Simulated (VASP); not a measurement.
# TiAl3 in VASP: single point with r2SCAN

Aim: the single point of TiAl3 with r2SCAN.

All numbers are computed with VASP 6.6.1; they aren't measurements. Logs are shortened: lines on timing, memory, paths and dates and some standing lists are left out, and cuts for length are marked.

**1. The cell of the first run**

The cell holds a slab with vacuum, 12 atoms: a = 3.824 Å, b = 3.824 Å, c = 25.705 Å, α = 90.00°, β = 90.00°, γ = 90.00°.

**2. Single point, r2SCAN**

Input file POSCAR:

```
TiAl3
1.0
    3.8240007095      0.0000000000      0.0000000000
    0.0000000000      3.8240007095      0.0000000000
    0.0000000000      0.0000000000     25.7047876048
Al Ti
9 3
Direct
    0.5000000000      0.0000000000      0.2917744397
    0.0000000000      0.5000000000      0.2917744397
    0.0000000000      0.0000000000      0.3750646638
    0.0000000000      0.5000000000      0.4583548879
    0.5000000000      0.0000000000      0.4583548879
    0.5000000000      0.5000000000      0.5416451121
    0.5000000000      0.0000000000      0.6249353362
    0.0000000000      0.5000000000      0.6249353362
    0.0000000000      0.0000000000      0.7082255603
    0.5000000000      0.5000000000      0.3750646638
    0.0000000000      0.0000000000      0.5416451121
    0.5000000000      0.5000000000      0.7082255603
```

Input file INCAR.step1:

```
SYSTEM = TiAl3
PREC     = Accurate       ! precision mode
ENCUT    = 520            ! plane-wave cutoff, eV
ISMEAR   = -1             ! smearing method
SIGMA    = 0.3            ! smearing width, eV
LREAL    = .False.        ! projectors in reciprocal space
LASPH    = .True.         ! aspherical terms in the spheres
NELM     = 80             ! most SCF steps
LDIPOL   = .True.       
IDIPOL   = 3            
DIPOL    = 0.5 0.5 0.500
NBANDS   = 44             ! bands
GGA      = PE             ! functional
ALGO     = Normal         ! electronic algorithm
EDIFF    = 1E-4           ! SCF threshold, eV
LWAVE    = .True.         ! write WAVECAR
LCHARG   = .False.        ! write CHGCAR
```

Input file INCAR.step2:

```
SYSTEM = TiAl3
PREC     = Accurate       ! precision mode
ENCUT    = 520            ! plane-wave cutoff, eV
EDIFF    = 1E-7           ! SCF threshold, eV
ISMEAR   = -1             ! smearing method
SIGMA    = 0.3            ! smearing width, eV
LREAL    = .False.        ! projectors in reciprocal space
LASPH    = .True.         ! aspherical terms in the spheres
NELM     = 80             ! most SCF steps
ALGO     = Normal         ! electronic algorithm
ISIF     = 2              ! what is computed and relaxed
LWAVE    = .False.        ! write WAVECAR
LCHARG   = .True.         ! write CHGCAR
LDIPOL   = .True.       
IDIPOL   = 3            
DIPOL    = 0.5 0.5 0.500
METAGGA  = R2SCAN         ! meta-GGA
LMIXTAU  = .True.       
LELF     = .True.         ! ELF
LVHAR    = .True.       
LVACPOTAV= .True.       
NBANDS   = 44             ! bands
ISTART   = 1
```

Input file KPOINTS:

```
regular mesh
0
Gamma
  9 9 1
  0 0 0
```

Potentials or basis: VASP PAW PBE potentials, release 64 (Al, Ti_sv).

The run is started by

```console
> cat potpaw_PBE.64/Al/POTCAR potpaw_PBE.64/Ti_sv/POTCAR > POTCAR
> cp INCAR.step1 INCAR
> mpirun -np 1 vasp_std > vasp.out
> cp INCAR.step2 INCAR
> mpirun -np 1 vasp_std > vasp.out
```

OUTCAR:

```text
SYSTEM = TiAl3
   PREC = Accurate
   ENCUT = 520
   EDIFF = 1E-7
   ISMEAR = -1
   LREAL = .False.
   LASPH = .True.
   NELM = 80
   ISIF = 2
   METAGGA = R2SCAN
   ISTART = 1

 ion  position               nearest neighbor table
   1  0.500  0.000  0.292-   2 2.70   2 2.70   2 2.70   2 2.70  10 2.87  10 2.87   3 2.87   3 2.87

   2  0.000  0.500  0.292-   1 2.70   1 2.70   1 2.70   1 2.70   3 2.87  10 2.87  10 2.87   3 2.87

   3  0.000  0.000  0.375-  10 2.70  10 2.70  10 2.70  10 2.70   5 2.87   5 2.87   4 2.87   4 2.87
                             1 2.87   2 2.87   2 2.87   1 2.87
   4  0.000  0.500  0.458-   5 2.70   5 2.70   5 2.70   5 2.70   3 2.87  10 2.87  10 2.87   3 2.87
                             6 2.87   6 2.87  11 2.87  11 2.87
   5  0.500  0.000  0.458-   4 2.70   4 2.70   4 2.70   4 2.70  10 2.87   3 2.87  10 2.87   3 2.87
                             6 2.87   6 2.87  11 2.87  11 2.87
   6  0.500  0.500  0.542-  11 2.70  11 2.70  11 2.70  11 2.70   8 2.87   8 2.87   7 2.87   7 2.87
                             4 2.87   5 2.87   5 2.87   4 2.87
   7  0.500  0.000  0.625-   8 2.70   8 2.70   8 2.70   8 2.70   6 2.87  11 2.87  11 2.87   6 2.87
                             9 2.87   9 2.87  12 2.87  12 2.87
   8  0.000  0.500  0.625-   7 2.70   7 2.70   7 2.70   7 2.70  11 2.87   6 2.87  11 2.87   6 2.87
                             9 2.87   9 2.87  12 2.87  12 2.87
   9  0.000  0.000  0.708-  12 2.70  12 2.70  12 2.70  12 2.70   8 2.87   7 2.87   7 2.87   8 2.87

  10  0.500  0.500  0.375-   3 2.70   3 2.70   3 2.70   3 2.70   5 2.87   5 2.87   4 2.87   4 2.87
                             2 2.87   1 2.87   2 2.87   1 2.87
  11  0.000  0.000  0.542-   6 2.70   6 2.70   6 2.70   6 2.70   8 2.87   8 2.87   7 2.87   7 2.87
                             5 2.87   4 2.87   5 2.87   4 2.87
  12  0.500  0.500  0.708-   9 2.70   9 2.70   9 2.70   9 2.70   8 2.87   8 2.87   7 2.87   7 2.87

  LATTYP: Found a simple tetragonal cell.
 ALAT       =     3.8240007095
 C/A-ratio  =     6.7219620386

  Lattice vectors:

 A1 = (   3.8240007095,   0.0000000000,   0.0000000000)
 A2 = (   0.0000000000,   3.8240007095,   0.0000000000)
 A3 = (   0.0000000000,   0.0000000000,  25.7047876048)

Analysis of symmetry for initial positions (statically):
=====================================================================
 Subroutine PRICEL returns:
 Original cell was already a primitive cell.

 Routine SETGRP: Setting up the symmetry group for a
 simple tetragonal supercell.

 Subroutine GETGRP returns: Found  8 space group operations
 (whereof  8 operations were pure point group operations)
 out of a pool of 16 trial point group operations.

The static configuration has the point symmetry C_4v.

Analysis of symmetry for dynamics (positions and initial velocities):
=====================================================================
 Subroutine PRICEL returns:
 Original cell was already a primitive cell.

 Routine SETGRP: Setting up the symmetry group for a
 simple tetragonal supercell.

 Subroutine GETGRP returns: Found  8 space group operations
 (whereof  8 operations were pure point group operations)
 out of a pool of 16 trial point group operations.

The dynamic configuration has the point symmetry C_4v.

 Subroutine INISYM returns: Found  8 space group operations
 (whereof  8 operations are pure point group operations),
 and found     1 'primitive' translations

----------------------------------------------------------------------------------------

                                     Primitive cell

  volume of cell :     375.8806

  direct lattice vectors                    reciprocal lattice vectors
     3.824000709  0.000000000  0.000000000     0.261506228  0.000000000  0.000000000
     0.000000000  3.824000709  0.000000000     0.000000000  0.261506228  0.000000000
     0.000000000  0.000000000 25.704787605     0.000000000  0.000000000  0.038903259

  length of vectors
     3.824000709  3.824000709 25.704787605     0.261506228  0.261506228  0.038903259

  position of ions in fractional coordinates (direct lattice)
     0.500000000  0.000000000  0.291774440
     0.000000000  0.500000000  0.291774440
     0.000000000  0.000000000  0.375064664
     0.000000000  0.500000000  0.458354888
     0.500000000  0.000000000  0.458354888
     0.500000000  0.500000000  0.541645112
     0.500000000  0.000000000  0.624935336
     0.000000000  0.500000000  0.624935336
     0.000000000  0.000000000  0.708225560
     0.500000000  0.500000000  0.375064664
     0.000000000  0.000000000  0.541645112
     0.500000000  0.500000000  0.708225560

  ion indices of the primitive-cell ions
   primitive index   ion index
                 1           1
                 2           2
                 3           3
                 4           4
                 5           5
                 6           6
[... 24 lines left out ...]

  Shift w.r.t. Gamma in fractional coordinates (k-lattice)
     0.000000000  0.000000000  0.000000000

 Subroutine IBZKPT returns following result:
 ===========================================

 Found     15 irreducible k-points:

 Following reciprocal coordinates:
            Coordinates               Weight
  0.000000  0.000000  0.000000      1.000000
  0.111111  0.000000  0.000000      4.000000
  0.222222  0.000000  0.000000      4.000000
  0.333333  0.000000  0.000000      4.000000
  0.444444  0.000000  0.000000      4.000000
  0.111111  0.111111  0.000000      4.000000
  0.222222  0.111111  0.000000      8.000000
  0.333333  0.111111  0.000000      8.000000
  0.444444  0.111111  0.000000      8.000000
  0.222222  0.222222  0.000000      4.000000
  0.333333  0.222222  0.000000      8.000000
  0.444444  0.222222  0.000000      8.000000
  0.333333  0.333333  0.000000      4.000000
  0.444444  0.333333  0.000000      8.000000
  0.444444  0.444444  0.000000      4.000000
   k-points           NKPTS =     15   k-points in BZ     NKDIM =     15   number of bands    NBANDS=     44
   number of dos      NEDOS =    301   number of ions     NIONS =     12
   total plane-waves  NPLWV = 150528
   dimension x,y,z NGX =    28 NGY =   28 NGZ =  192
   dimension x,y,z NGXF=    56 NGYF=   56 NGZF=  384
   ions per type =               9   3
   NGX,Y,Z   is equivalent  to a cutoff of  12.17, 12.17, 12.42 a.u.
   NGXF,Y,Z  is equivalent  to a cutoff of  24.35, 24.35, 24.84 a.u.
 SYSTEM =  TiAl3
   PREC   = accura    normal or accurate (medium, high low for compatibility)
   ISTART =      1    job   : 0-new  1-cont  2-samecut
   ICHARG =      0    charge: 1-file 2-atom 10-const
   ISPIN  =      1    spin polarized calculation?
   LNONCOLLINEAR =      F non collinear calculations
   LSORBIT =      F    spin-orbit coupling
   LASPH  =      T    aspherical Exc in radial PAW
   ENCUT  =  520.0 eV  38.22 Ry    6.18 a.u.   7.11  7.11 47.79*2*pi/ulx,y,z
   NELM   =     80;   NELMIN=  2; NELMDL=  0     # of ELM steps
   EDIFF  = 0.1E-06   stopping-criterion for ELM
   LREAL  =      F    real-space projection
   EDIFFG = 0.1E-05   stopping-criterion for IOM
   NSW    =      0    number of steps for IOM
   IBRION =     -1    ionic relax: 0-MD 1-quasi-New 2-CG
   NFREE  =      0    steps in history (QN), initial steepest desc. (CG)
   ISIF   =      2    stress and relaxation
   ISYM   =      2    0-nonsym 1-usesym 2-fastsym
   POTIM  = 0.5000    time-step for ionic-motion
   TEBEG  =    0.0;   TEEND  =   0.0 temperature during run
   PSTRESS=    0.0 pullay stress
   NELECT =      63.0000    total number of electrons
   NUPDOWN=      -1.0000    fix difference up-down
   EMIN   =  10.00;   EMAX   =-10.00  energy-range for DOS
   EFERMI =   0.00;   METHOD = LEGACY
   ISMEAR =    -1;   SIGMA  =   0.30  broadening in eV -4-tet -1-fermi 0-gaus
   EFERMI_NEDOS =   21; number of points for ismear=-14 and -15
   IALGO  =     38    algorithm
   IMIX   =      4    mixing-type and parameters
     AMIX     =   0.40;   BMIX     =  1.00
     AMIX_MAG =   1.60;   BMIX_MAG =  1.00
  volume/ion in A,a.u.               =      31.32       211.38
  Fermi-wavevector in a.u.,A,eV,Ry     =   0.902620  1.705705 11.084982  0.814723
  Thomas-Fermi vector in A             =   2.025846
   LORBIT       =      0    0 simple, 1 ext, 2 COOP (PROOUT), +10 PAW based schemes
   METAGGA = R2SCAN    functional components
   LHFCALC =     F    Hartree Fock is set to
   AEXX    =    0.0000 exact exchange contribution
   IVDW    =     0    specifies the selected vdW correction
   LEPSILON=     F    determine dielectric tensor
   LRPA    =     F    only Hartree local field effects (RPA)
 non-spin polarized calculation
  energy-cutoff  :      520.00
  volume of cell :      375.88
 maximum number of plane-waves:     10156
   NGX = 15   NGY = 15   NGZ = 95

 dipolmoment           0.000000      0.000000      0.068301 electrons x Angstroem

 number of electron      63.0000009 magnetization

 dipolmoment           0.000000      0.000000     -0.016872 electrons x Angstroem

 Free energy of the ion-electron system (eV)
  ---------------------------------------------------
  ext. energy  EPLUGINS =         0.00000000
  ---------------------------------------------------
  free energy    TOTEN  =      -102.11605350 eV

  energy without entropy =     -100.10120479  energy(sigma->0) =     -101.10862915

 E-fermi :   2.1994     XC(G=0):  -6.4901

 val. band max:        2.1751111452   @ k =   0.4444   0.4444   0.0000
 cond. band min:       2.2159671138   @ k =   0.1111   0.0000   0.0000
 fundamental gap:      0.0408559685
 Fermi energy:         2.1993949843

 k-point     1 :       0.0000    0.0000    0.0000
  band No.  band energies     occupation
      1     -56.9827      2.00000
      2     -56.7736      2.00000
      3     -56.6774      2.00000
      4     -32.3523      2.00000
      5     -32.1541      2.00000
      6     -32.1541      2.00000
[... 679 lines left out ...]
     42       4.3249      0.00167
     43       4.3810      0.00139
 [bands above 43 left out]

------------------------ aborting loop because EDIFF is reached ----------------------------------------

  FORCE on cell =-STRESS in cart. coord.  units (eV):
  Direction    XX          YY          ZZ          XY          YZ          ZX
  --------------------------------------------------------------------------------------
  -------------------------------------------------------------------------------------
  Total       -0.2137391     -0.2137391     -2.4595560      0.0000000      0.0000000     -0.0000000
  in kB       -0.9110550     -0.9110550    -10.4837669      0.0000000      0.0000000     -0.0000000
  external PRESSURE =      -4.1019589 kB  Pullay stress =       0.0000000 kB

 VOLUME and BASIS-vectors are now :
 -----------------------------------------------------------------------------
  energy-cutoff  :      520.00
  volume of cell :      375.88
      direct lattice vectors                 reciprocal lattice vectors
     3.824000709  0.000000000  0.000000000     0.261506228  0.000000000  0.000000000
     0.000000000  3.824000709  0.000000000     0.000000000  0.261506228  0.000000000
     0.000000000  0.000000000 25.704787605     0.000000000  0.000000000  0.038903259

 POSITION                                       TOTAL-FORCE (eV/Angst)
 -----------------------------------------------------------------------------------
      1.91200      0.00000      7.50000         0.000000      0.000000      0.280796
      0.00000      1.91200      7.50000        -0.000000      0.000000      0.280796
      0.00000      0.00000      9.64096         0.000000      0.000000     -0.020543
      0.00000      1.91200     11.78192        -0.000000      0.000000     -0.017628
      1.91200      0.00000     11.78192        -0.000000      0.000000     -0.017628
      1.91200      1.91200     13.92287        -0.000000     -0.000000      0.036552
      1.91200      0.00000     16.06383        -0.000000     -0.000000      0.141713
      0.00000      1.91200     16.06383        -0.000000      0.000000      0.141713
      0.00000      0.00000     18.20479        -0.000000      0.000000     -0.058308
      1.91200      1.91200      9.64096        -0.000000      0.000000     -0.415495
      0.00000      0.00000     13.92287        -0.000000      0.000000     -0.092797
      1.91200      1.91200     18.20479        -0.000000     -0.000000     -0.259172
 -----------------------------------------------------------------------------------
    total drift:                                0.000000      0.000000      0.002883

  FREE ENERGIE OF THE ION-ELECTRON SYSTEM (eV)
  ---------------------------------------------------
  free  energy   TOTEN  =      -102.1160534965 eV

  energy  without entropy=     -100.1012047935  energy(sigma->0) =     -101.10862915

 vacuum level on the upper side and lower side of the slab         6.392         6.601
```

Wall time 51 min (1 thread of Intel Xeon Platinum 8259CL at 2.50GHz (Skylake/Cascade Lake), shared host); peak memory 0.55 GiB.

What came out:

```yaml
Free_energy: -102.1161 eV
Largest_force: 0.415 eV/Å
Band_gap_on_the_k_mesh: zero (an odd number of electrons rules out a gap without spin polarisation)
```

Forces in eV/Å, atoms in the order of the input:
```
Al   0.000  0.000  0.281
Al   0.000  0.000  0.281
Al   0.000  0.000 -0.021
Al   0.000  0.000 -0.018
Al   0.000  0.000 -0.018
Al   0.000  0.000  0.037
Al   0.000  0.000  0.142
Al   0.000  0.000  0.142
Al   0.000  0.000 -0.058
Ti   0.000  0.000 -0.415
Ti   0.000  0.000 -0.093
Ti   0.000  0.000 -0.259
```

Levels at points of the mesh, in eV from the Fermi level:
| k point | band 28 | band 29 | band 30 | band 31 | band 32 | band 33 | band 34 | band 35 |
| --- | --- | --- | --- | --- | --- | --- | --- | --- |
| (0.00, 0.00, 0.00) | -0.78 | -0.78 | -0.33 | 0.07 | 0.75 | 0.78 | 0.78 | 0.81 |

Caveat: so wide a smearing shifts energies and pressures; the PAW data sets were made with another functional, which shifts forces and pressure a little.

The gap in the log of VASP goes by the Fermi energy; the results here count the filled bands.